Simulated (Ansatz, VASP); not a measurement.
**One calculation of Y, two programs**

```
CELL_PARAMETERS angstrom
3.68085 0.00000 0.00000
-1.84042 3.18771 0.00000
0.00000 0.00000 5.72065
ATOMIC_POSITIONS crystal
Y 0.33333 0.66667 0.25000
Y 0.66667 0.33333 0.75000
```

Alike in both runs: task single point; functional r2SCAN; k mesh 10 × 10 × 6; occupations fermi-dirac, width 0.01 eV; no spin polarisation.

|  | VASP | Ansatz |
| --- | --- | --- |
| version | VASP 6.6.1 | Ansatz 0.2.0 |
| potentials or method | VASP PAW PBE potentials, release 64 (Y_sv), cutoff 520 eV | plane waves (500 eV) with PAW, scalar-relativistic |
| valence electrons in the cell | 22 | 22 |

|  | VASP | Ansatz | Ansatz less VASP |
| --- | --- | --- | --- |
| pressure (GPa) | -0.3 | -0.3 | -0.03 |
| traceless stress, the component that is largest in VASP (GPa) | -0.44 | -0.46 | -0.015 |

VASP's potentials were made for PBE, not for r2SCAN. The functional is the same, so the differences come from potentials, cutoffs and numerics.
